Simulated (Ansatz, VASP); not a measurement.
# BaTiO3: VASP beside Ansatz

```
Ba Ti O
1.0
     3.92550    0.00000    0.00000
     0.00000    3.92550    0.00000
     0.00000    0.00000    3.92550
Ba Ti O
1 1 3
Direct
  0.50000 0.50000 0.50000
  0.00000 0.00000 0.00000
  0.50000 0.00000 0.00000
  0.00000 0.50000 0.00000
  0.00000 0.00000 0.50000
```

Change from the starting cell: volume scaled by 0.94, crystal datasets.

Alike in both runs: task electric field gradients; functional LDA; k mesh 8 × 8 × 8; occupations fermi-dirac, width 0.05 eV; no spin polarisation.

```csv
,VASP,Ansatz
version,VASP 6.6.1,Ansatz 0.2.0
potentials or method,"VASP PAW LDA potentials, release 64 (Ba_sv, Ti_sv, O), cutoff 520 eV","all-electron PAW with datasets made for the crystal, scalar-relativistic"
```

```csv
,VASP,Ansatz,Ansatz less VASP
pressure (GPa),4.0,1.5,-2.50
size of Vzz on the site where it differs most (V/Å²),16.2,16.6,+0.41
```

LDA's correlation is that of Perdew and Zunger in VASP and of Perdew and Wang (1992) in Ansatz. Ansatz ran all-electron here, and VASP with PAW potentials.

Neither program's run includes spin-orbit coupling.
